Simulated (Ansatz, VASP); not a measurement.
## One calculation of NiO, two programs

```
Ni O
1.0
     0.00000    2.09317    2.09317
     2.09317    0.00000    2.09317
     2.09317    2.09317    0.00000
Ni O
1 1
Direct
  0.00000 0.00000 0.00000
  0.50000 0.50000 0.50000
```

Alike in both runs: task relaxation of cell and atoms; functional r2SCAN; k mesh 12 × 12 × 12; occupations gaussian, width 0.02 eV; collinear spin.

```csv
,VASP,Ansatz
version,VASP 6.6.1,Ansatz 0.2.0
potentials or method,"VASP PAW PBE potentials, release 64 (Ni, O), cutoff 600 eV","scalar-relativistic, plane waves, PAW"
valence electrons in the cell,16,24
```

|  | VASP | Ansatz | Ansatz less VASP |
| --- | --- | --- | --- |
| gap on the k mesh at the Fermi level, each at its own relaxed structure (eV) | 0.74 | 0.82 | +0.087 |
| net moment per atom (μB) | 1.00 | 1.00 | 0.000 |
| size of the moment on the site where the two differ most (μB) | 1.69 | 1.67 | -0.024 |
| relaxed volume (Å³/atom) | 9.17 | 9.19 | +0.015 |
| relaxed cell length with the largest relative difference (Å) | 2.960 | 2.962 | +0.0016 |

VASP's potentials were made for PBE, not for r2SCAN. Site moments also hang on the region over which each program counts them. VASP's potentials hold 16 valence electrons a cell and Ansatz's 24, so a difference there can come from the potentials and not from the codes.

Noted on VASP's run: the relaxation stopped at its first step, so nothing moved.
